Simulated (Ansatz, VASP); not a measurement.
Tl: VASP beside Ansatz

```
Tl
1.0
     3.23737    0.00000    0.00000
    -1.61869    2.80365    0.00000
     0.00000    0.00000   10.51939
Tl
4
Cartesian
  1.6187 2.8036 0.0000
  1.6187 2.8036 5.2597
  0.0000 1.8691 2.6298
  1.6187 0.9345 7.8895
```

Alike in both runs: task single point; functional LDA; k mesh 12 × 12 × 4; occupations fermi-dirac, width 0.1 eV; no spin polarisation.

|  | VASP | Ansatz |
| --- | --- | --- |
| version | VASP 6.6.1 | Ansatz 0.2.0 |
| potentials or method | VASP PAW LDA potentials, release 64 (Tl_d), cutoff 520 eV | plane waves (420 eV) with PAW, scalar-relativistic |
| valence electrons in the cell | 52 | 52 |

```csv
,VASP,Ansatz,Ansatz less VASP
pressure (GPa),8.0,7.8,-0.17
"traceless stress, the component that is largest in VASP (GPa)",0.12,0.12,0.000
```

Ansatz warns that its potentials were made for another functional, while VASP's fit it. LDA's correlation is that of Perdew and Zunger in VASP and of Perdew and Wang (1992) in Ansatz.

Neither program's run includes spin-orbit coupling.
